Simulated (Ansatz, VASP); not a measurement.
One calculation of InSb, two programs

INCAR

```
ALGO     = Normal         # electronic algorithm
EDIFF    = 1E-6           # SCF threshold, eV
ENCUT    = 520            # plane-wave cutoff, eV
GGA      = PS             # functional
ISIF     = 2              # what is computed and relaxed
ISMEAR   = 0              # smearing method
LASPH    = T              # aspherical terms in the spheres
LCHARG   = T              # write CHGCAR
LELF     = T              # ELF
LREAL    = F              # projectors in reciprocal space
LVHAR    = T            
LWAVE    = F              # write WAVECAR
NBANDS   = 16             # bands
NELM     = 80             # most SCF steps
PREC     = Accurate       # precision mode
SIGMA    = 0.15           # smearing width, eV
```

KPOINTS

```
k-points
0
Gamma
  14 14 14
```

POSCAR

```
InSb
1.0
    0.0000000000      2.9958738539      2.8194168839
    2.9958738539      0.0000000000      2.8194168839
    2.9958738539      2.9958738539      0.0000000000
In Sb
1 1
Direct
    0.0000000000      0.0000000000      0.0000000000
    0.5000000000      0.5000000000      0.5000000000
```

Input for Ansatz:

```yaml
crystal:
  lattice:
    - [0.0, 2.9958738539, 2.8194168839]
    - [2.9958738539, 0.0, 2.8194168839]
    - [2.9958738539, 2.9958738539, 0.0]
  atoms:
    - { symbol: In, position: [0.0, 0.0, 0.0] }
    - { symbol: Sb, position: [0.5, 0.5, 0.5] }
basis:
  ecutwfc: 420
kpoints:
  mp_grid: { grid: [14, 14, 14] }
hamiltonian:
  xc: pbesol
  pseudopotentials: { kind: paw, azcp: { folder: soft_1 } }
scf:
  occupations: { method: gaussian, width: 0.15 }
output:
  forces: true
  stress: true
  eigenvalues: true
```

Alike in both runs: task single point; functional PBEsol; k mesh 14 × 14 × 14; occupations gaussian, width 0.15 eV; no spin polarisation.

|  | VASP | Ansatz |
| --- | --- | --- |
| version | VASP 6.6.1 | Ansatz 0.2.0 |
| potentials or method | VASP PAW PBE potentials, release 64 (In_d, Sb), cutoff 520 eV | scalar-relativistic, plane waves, PAW |
| valence electrons in the cell | 18 | 28 |

|  | VASP | Ansatz | Ansatz less VASP |
| --- | --- | --- | --- |
| gap on the k mesh at the Fermi level (eV) | none | none | - |
| pressure (GPa) | 6.3 | 6.3 | -0.05 |
| traceless stress, the component that is largest in VASP (GPa) | 6.37 | 6.37 | +0.001 |

VASP's potentials were made for PBE, not for PBEsol, and Ansatz warns of the same on its side. A gap of «none» marks a metal or a gap that the smearing closes. With one functional, cell and mesh, what is left measures potentials, basis and numerics. VASP's potentials hold 18 valence electrons a cell and Ansatz's 28, so a difference there can come from the potentials and not from the codes.

Neither program's run includes spin-orbit coupling.
